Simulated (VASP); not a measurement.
Input of a VASP 6.6.1 run:

Contents of INCAR:

```
SYSTEM = TaWC2
  ALGO = Normal
  EDIFF = 1E-6
  ENCUT = 700
  GGA = CA
  GGA_COMPAT = .FALSE.
  ISIF = 2
  ISMEAR = -1
  LASPH = .TRUE.
  LCHARG = .FALSE.
  LREAL = .FALSE.
  LWAVE = .FALSE.
  NBANDS = 26
  NELM = 120
  PREC = Accurate
  SIGMA = 0.05
```

KPOINTS

```
k-points
0
G
  10 10 10
  0 0 0
```

Contents of POSCAR:

```
TaWC2
1.0
    1.5925398227      0.9194532953      5.1687539453
   -1.5925398227      0.9194532953      5.1687539453
    0.0000000000     -1.8389065907      5.1687539453
W Ta C
1 1 2
Direct
    0.0000000000      0.0000000000      0.0000000000
    0.5000000000      0.5000000000      0.5000000000
    0.2509330000      0.2509330000      0.2509330000
    0.7490670000      0.7490670000      0.7490670000
```

Potentials or basis: VASP PAW LDA potentials, release 64 (W_sv, Ta_sv_GW, C).

The run is started by

```console
$ cat potpaw_LDA.64/W_sv/POTCAR potpaw_LDA.64/Ta_sv_GW/POTCAR potpaw_LDA.64/C/POTCAR > POTCAR
$ mpirun -np 1 vasp_std > vasp.out
```

Q: What does it give for the pressure?

A: -26.6 GPa.

Q: What does it give for the band gap on the k mesh?

A: Zero (an odd number of electrons rules out a gap without spin polarisation).

Forces in eV/Å, atoms in the order of the input:
```
W    0.000  0.000  0.000
Ta   0.000  0.000  0.000
C    0.000  0.000  0.051
C    0.000  0.000 -0.051
```

Caveat: the cell stands under tension; spin-orbit coupling is left out, which moves the levels of the heavy elements; an odd number of electrons without spin polarisation forces a metal; a magnetic or distorted state may lie lower.
